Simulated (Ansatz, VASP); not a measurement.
**TaRu in VASP and in Ansatz**

INCAR

```
PREC = Accurate ; ENCUT = 520
EDIFF = 1E-8 ; ISMEAR = -1
SIGMA = 0.03 ; LREAL = F
LASPH = T ; NELM = 80
ALGO = Normal ; ISIF = 2
LWAVE = F ; LCHARG = F
GGA = CA ; LEFG = T
NBANDS = 20
```

File KPOINTS:

```
Automatic mesh
0
Gamma
  13 13 13
```

The input POSCAR:

```
TaRu
1.0
    3.1656100938      0.0000000000      0.0000000000
    0.0000000000      3.1656100938      0.0000000000
    0.0000000000      0.0000000000      3.1656100938
Ta Ru
1 1
Direct
    0.5000000000      0.5000000000      0.5000000000
    0.0000000000      0.0000000000      0.0000000000
```

Input for Ansatz:

```yaml
crystal:
  lattice:
    - [3.1656100938, 0.0, 0.0]
    - [0.0, 3.1656100938, 0.0]
    - [0.0, 0.0, 3.1656100938]
  atoms:
    - { symbol: Ta, position: [0.5, 0.5, 0.5] }
    - { symbol: Ru, position: [0.0, 0.0, 0.0] }
kpoints:
  mp_grid: { grid: [13, 13, 13] }
scf:
  occupations: { method: fermi_dirac, width: 0.03 }
hamiltonian:
  xc: lda
  pseudopotentials: { kind: paw }
output:
  forces: true
  stress: true
  eigenvalues: true
  efg: { contact_densities: true }
```

Change from the starting cell: volume scaled by 0.98, PAW files.

Alike in both runs: task electric field gradients; functional LDA; k mesh 13 × 13 × 13; occupations fermi-dirac, width 0.03 eV; no spin polarisation.

|  | VASP | Ansatz |
| --- | --- | --- |
| version | VASP 6.6.1 | Ansatz 0.2.0 |
| potentials or method | VASP PAW LDA potentials, release 64 (Ta_pv, Ru_pv) | PAW with Ansatz's default frozen-core files, scalar-relativistic |
| plane-wave cutoff (eV) | 520 | 420 |
| valence electrons in the cell | 25 | 29 |

|  | VASP | Ansatz | Ansatz less VASP |
| --- | --- | --- | --- |
| pressure (GPa) | -11.0 | -11.8 | -0.87 |

LDA's correlation is that of Perdew and Zunger in VASP and of Perdew and Wang (1992) in Ansatz. VASP's potentials hold 25 valence electrons a cell and Ansatz's 29, so a difference there can come from the potentials and not from the codes.

Neither program's run includes spin-orbit coupling.
